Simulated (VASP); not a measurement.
The system is SiO2 (Cristobalite).

```
Si O
1.0
     4.98200    0.00000    0.00000
     0.00000    4.98200    0.00000
     0.00000    0.00000    6.96300
Si O
4 8
Direct
  0.29897 0.29897 0.00000
  0.20103 0.79897 0.25000
  0.70103 0.70103 0.50000
  0.79897 0.20103 0.75000
  0.23989 0.10347 0.17813
  0.39653 0.73989 0.42813
  0.76011 0.89653 0.67813
  0.60347 0.26011 0.92813
  0.73989 0.39653 0.57187
  0.89653 0.76011 0.32187
  0.26011 0.60347 0.07187
  0.10347 0.23989 0.82187
```

Base run:

| Property | Result |
| --- | --- |
| Program | VASP 6.6.1 |
| Functional | PBE |
| Potentials or basis | VASP PAW PBE potentials, release 64 (Si, O) |
| Cutoff | 520 eV |
| k mesh | 5 × 5 × 4 |
| Occupations | fermi-dirac, width 0.02 eV |
| Spin | no spin polarisation |

Its results: band gap on the k mesh 5.76 eV, direct; pressure 6.4 GPa; largest force 0.405 eV/Å.

Q: The run is repeated on the same cell with these changes: functional from PBE to PBEsol. What comes out?

A: Band gap on the k mesh 5.71 eV, direct; pressure 4.5 GPa; largest force 0.321 eV/Å.

PBEsol binds more tightly than PBE, so the same cell stands under less pressure.

Caveats: the PAW data sets were made with another functional, which shifts forces and pressure a little (some runs).

A k mesh can miss the band edges.
